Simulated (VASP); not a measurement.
Set up this calculation in VASP 6.6.1, as the native input.

| Quantity | Value |
| --- | --- |
| Task | single point |
| Functional | LDA |
| Potentials or basis | VASP PAW LDA potentials, release 64 (S) |
| Cutoff | 520 eV |
| k mesh | 13 × 13 × 13 |
| Occupations | fermi-dirac, width 0.05 eV |
| Spin | no spin polarisation |
| Dipole correction | no |
| Further INCAR settings | ALGO = Normal; EDIFF = 1e-06; NBANDS = 13 |

The structure of S lies in POSCAR:

```
S
1.0
    0.0000000000      2.8171169965      2.8171169965
    2.8171169965      0.0000000000      2.8171169965
    2.8171169965      2.8171169965      0.0000000000
S
2
Direct
   -0.1250000000     -0.1250000000     -0.1250000000
    0.1250000000      0.1250000000      0.1250000000
```

These files were run (other wordings do the same):

INCAR

```
  PREC = Accurate
  ENCUT = 520
  EDIFF = 1E-6
  ISMEAR = -1
  SIGMA = 0.05
  LREAL = F
  LASPH = T
  NELM = 80
  ALGO = Normal
  ISIF = 2
  LWAVE = F
  LCHARG = F
  NBANDS = 13
```

KPOINTS

```
regular mesh
0
Gamma
  13 13 13
```

Potentials or basis: VASP PAW LDA potentials, release 64 (S).

Launch:

```console
$ cat potpaw_LDA.64/S/POTCAR > POTCAR
$ mpirun -np 1 vasp_std > vasp.out
```

It gave:

* Pressure: 0.0 GPa
* Band gap on the k mesh: zero (band 6 reaches 4.48 eV, above the bottom of band 7 at 3.08 eV)

Wall time 68 s on 1 thread of AMD EPYC 7R13 (shared host), peak memory 0.13 GiB.
